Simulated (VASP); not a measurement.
Wanted: the native input for a VASP 6.6.1 run.

```yaml
Task: relaxation of cell and atoms
Functional: PBE
Potentials_or_basis: VASP PAW PBE potentials, release 64 (Al, N)
Cutoff: 600 eV
k_mesh: 5 × 5 × 5
Occupations: gaussian, width 0.15 eV
Spin: no spin polarisation
Dipole_correction: no
Further_INCAR_settings: ALGO = Normal; EDIFF = 1e-06; IBRION = 2; EDIFFG = -0.08; NSW = 36; ISIF = 3
```

The structure of AlN lies in POSCAR:

```
AlN
1.0
    0.0000000000      2.3834280700      2.3834280700
    2.3834280700      0.0000000000      2.3834280700
    2.3834280700      2.3834280700      0.0000000000
Al N
1 1
Direct
    0.0000000000      0.0000000000      0.0000000000
    0.2500000000      0.2500000000      0.2500000000
```

One way to write it, as run:

INCAR

```
PREC = Accurate
ENCUT = 600
EDIFF = 1E-6
ISMEAR = 0
SIGMA = 0.15
LREAL = False
LASPH = True
NELM = 80
ALGO = Normal
ISIF = 3
LWAVE = False
LCHARG = False
GGA = PE
IBRION = 2
NSW = 36
EDIFFG = -0.08
```

KPOINTS

```
regular mesh
0
Gamma
  5 5 5
```

Potentials or basis: VASP PAW PBE potentials, release 64 (Al, N).

Run with:

```bash
$ cat potpaw_PBE.64/Al/POTCAR potpaw_PBE.64/N/POTCAR > POTCAR
$ mpirun -np 1 vasp_std > vasp.out
```

Results of the run:

* Relaxed volume: 10.68 Å³/atom
* Relaxed cell: a = 3.114 Å, b = 3.114 Å, c = 3.114 Å, α = 60.00°, β = 60.00°, γ = 60.00°
* Space group after relaxing (to 0.05 Å): F-43m (No. 216)
* Energy gained by relaxing: 318.5 meV/atom
* Ionic steps: 3
* Pressure after relaxing: -0.5 GPa
* Band gap on the k mesh: 3.86 eV, indirect (least direct gap 3.98 eV)

Caveat: the k points lie up to 0.49 Å⁻¹ apart in the final cell; the volume moved by over 15 % at a fixed basis, so the end points are rough.

It used 7.9 s of CPU time on 1 thread of Intel Xeon 6975P-C (shared host).
